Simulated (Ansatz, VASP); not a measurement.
This is a calculation of BiSbSe for Ansatz 0.2.0.

input.yaml

```yaml
crystal:
  lattice:
    - [4.81661551, 0.0, 0.0]
    - [-2.40830776, 4.17131139, 0.0]
    - [0.0, 0.0, 4.70240331]
  atoms:
    - { symbol: Sb, position: [0.66666667, 0.33333333, 0.5] }
    - { symbol: Bi, position: [0.0, 0.0, 0.0] }
    - { symbol: Se, position: [0.33333333, 0.66666667, 0.5] }
kpoints:
  mp_grid: { grid: [7, 7, 6] }
scf:
  occupations: { method: fermi_dirac, width: 0.05 }
hamiltonian:
  xc: pbe
  pseudopotentials: { kind: all_electron, lapw: { basis_error: 0.001 } }
output:
  forces: true
  stress: true
  eigenvalues: true
  populations: true
```

Potentials or basis: all-electron LAPW, scalar-relativistic.

Launch:

```bash
$ ansatz run input.yaml --threads 2 --pin off --max-ram 6144MiB --backend cpu --events-out ev --progress --plain --runs-dir out
```

Question: Translate it to VASP 6.6.1. Potentials there: VASP PAW PBE potentials, release 64 (Sb, Bi_d, Se).

Answer: As run (the cutoff follows the program's own potentials):

INCAR

```
SYSTEM = BiSbSe
ALGO = Normal
EDIFF = 1E-6
ENCUT = 520
GGA = PE
ISIF = 2
ISMEAR = -1
LASPH = .TRUE.
LCHARG = .FALSE.
LREAL = .FALSE.
LWAVE = .FALSE.
NBANDS = 20
NELM = 100
PREC = Accurate
SIGMA = 0.05
```

Contents of KPOINTS:

```
k-points
0
G
  7 7 6
  0 0 0
```

The input POSCAR:

```
BiSbSe
1.0
    4.8166155100      0.0000000000      0.0000000000
   -2.4083077600      4.1713113900      0.0000000000
    0.0000000000      0.0000000000      4.7024033100
Sb Bi Se
1 1 1
Direct
    0.6666666700      0.3333333300      0.5000000000
    0.0000000000      0.0000000000      0.0000000000
    0.3333333300      0.6666666700      0.5000000000
```

Potentials or basis: VASP PAW PBE potentials, release 64 (Sb, Bi_d, Se).

Run with:

```bash
$ cat potpaw_PBE.64/Sb/POTCAR potpaw_PBE.64/Bi_d/POTCAR potpaw_PBE.64/Se/POTCAR > POTCAR
$ mpirun -np 1 vasp_std > vasp.out
```

Both were run:

|  | VASP | Ansatz | Ansatz less VASP |
| --- | --- | --- | --- |
| gap on the k mesh at the Fermi level (eV) | none | none | - |
| pressure (GPa) | -1.2 | -1.1 | +0.06 |
| traceless stress, the component that is largest in VASP (GPa) | -4.44 | -4.46 | -0.015 |

A gap of «none» marks a metal or a gap that the smearing closes. Ansatz ran all-electron here, and VASP with PAW potentials.

Neither program's run includes spin-orbit coupling.
